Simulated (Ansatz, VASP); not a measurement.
# Two plane-wave programs on Cd2Se5

```xyz
7
Lattice="-3.7085 3.7085 3.5190 3.7085 -3.7085 3.5190 3.7085 3.7085 -3.5190" Properties=species:S:1:pos:R:3 pbc="T T T"
Cd    0.0000    3.7085    1.7595
Cd    3.7085    0.0000    1.7595
Se    1.3989    5.2291    0.0000
Se    1.5206    2.3096    3.5190
Se    2.1879    1.3989    0.0000
Se    2.3096   -1.5206    3.5190
Se    0.0000    0.0000    0.0000
```

Alike in both runs: task single point; functional PBE; k mesh 4 × 4 × 4; occupations gaussian, width 0.2 eV; no spin polarisation.

```csv
,VASP,Ansatz
version,VASP 6.6.1,Ansatz 0.2.0
potentials or method,"VASP PAW PBE potentials, release 64 (Cd, Se), cutoff 520 eV","scalar-relativistic, plane waves, PAW"
valence electrons in the cell,54,120
```

VASP gave:

```
gap on the k mesh at the Fermi level (eV)                     : none
pressure (GPa)                                                : 0.2
traceless stress, the component that is largest in VASP (GPa) : 0.24
rms of the force components (eV/Å)                            : 0.007
```

**Question.** What did Ansatz give for the same quantities?

**Answer.** gap on the k mesh at the Fermi level (eV): none; pressure (GPa): 0.0; traceless stress, the component that is largest in VASP (GPa): 0.21; rms of the force components (eV/Å): 0.011.

Atom by atom the forces differ by 0.015 eV/Å (rms over components). A gap of «none» marks a metal or a gap that the smearing closes. VASP's potentials hold 54 valence electrons a cell and Ansatz's 120, so a difference there can come from the potentials and not from the codes.
